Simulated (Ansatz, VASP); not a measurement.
One calculation of Ba, two programs

```
Ba
1.0
     0.00000    3.23267    3.23267
     3.23267    0.00000    3.23267
     3.23267    3.23267    0.00000
Ba
1
Direct
  0.00000 0.00000 0.00000
```

Alike in both runs: task relaxation of cell and atoms; functional BLYP; k mesh 7 × 7 × 7; occupations fermi-dirac, width 0.05 eV; no spin polarisation.

|  | VASP | Ansatz |
| --- | --- | --- |
| version | VASP 6.6.1 | Ansatz 0.2.0 |
| potentials or method | VASP PAW PBE potentials, release 64 (Ba_sv), cutoff 600 eV | all-electron LAPW, scalar-relativistic |

|  | VASP | Ansatz | Ansatz less VASP |
| --- | --- | --- | --- |
| relaxed volume (Å³/atom) | 67.92 | 67.67 | -0.254 |
| relaxed cell length with the largest relative difference (Å) | 4.580 | 4.574 | -0.0057 |

VASP's potentials were made for PBE, not for BLYP. Ansatz ran all-electron here, and VASP with PAW potentials.

Spin-orbit coupling is off throughout.
